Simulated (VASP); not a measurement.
## Li2P: single point with PBE

Li2P:

```
CELL_PARAMETERS angstrom
-2.08080 2.08080 5.73840
2.08080 -2.08080 5.73840
2.08080 2.08080 -5.73840
ATOMIC_POSITIONS crystal
Li 0.50000 0.00000 0.50000
Li 0.00000 0.50000 0.50000
Li 0.32115 0.32115 0.00000
Li 0.67885 0.67885 0.00000
P 0.10312 0.10312 0.00000
P 0.89688 0.89688 0.00000
```

| Item | Value |
| --- | --- |
| Program | VASP 6.6.1 |
| Task | single point |
| Functional | PBE |
| Potentials or basis | VASP PAW PBE potentials, release 64 (Li_sv, P) |
| Cutoff | 520 eV |
| k mesh | 12 × 12 × 12 |
| Occupations | gaussian, width 0.1 eV |
| Spin | no spin polarisation |
| Dipole correction | no |
| Further INCAR settings | ALGO = Normal; EDIFF = 1e-07; NBANDS = 20 |

The largest force is 0.031 eV/Å. The band gap on the k mesh is zero (band 11 reaches 3.60 eV, above the bottom of band 12 at 2.37 eV).

Forces on the atoms (eV/Å):
```
Li   0.000  0.000  0.000
Li   0.000  0.000  0.000
Li   0.000  0.000 -0.002
Li   0.000  0.000  0.002
P    0.000  0.000 -0.031
P    0.000  0.000  0.031
```

Levels at points of the mesh, in eV from the Fermi level:
```tsv
k point	band 7	band 8	band 9	band 10	band 11	band 12	band 13	band 14	band 15	band 16
(0.00, 0.00, 0.00)	-4.58	-2.84	-2.84	-0.56	-0.56	0.56	1.79	3.91	4.53	5.00
(0.50, 0.00, 0.00)	-4.34	-3.92	-2.49	-2.28	0.22	0.88	2.96	3.32	3.41	3.71
(0.50, 0.50, 0.00)	-3.88	-3.49	-3.35	-2.74	-1.67	-0.88	1.60	2.75	3.72	5.21
(0.50, 0.50, 0.50)	-3.15	-3.05	-3.05	-0.11	0.20	0.20	0.61	3.14	4.07	4.38
```

Wall time 4.5 min on 1 thread of Intel(R) Xeon(R) 6975P-C (Granite Rapids), on a shared host, peak memory 0.47 GiB.
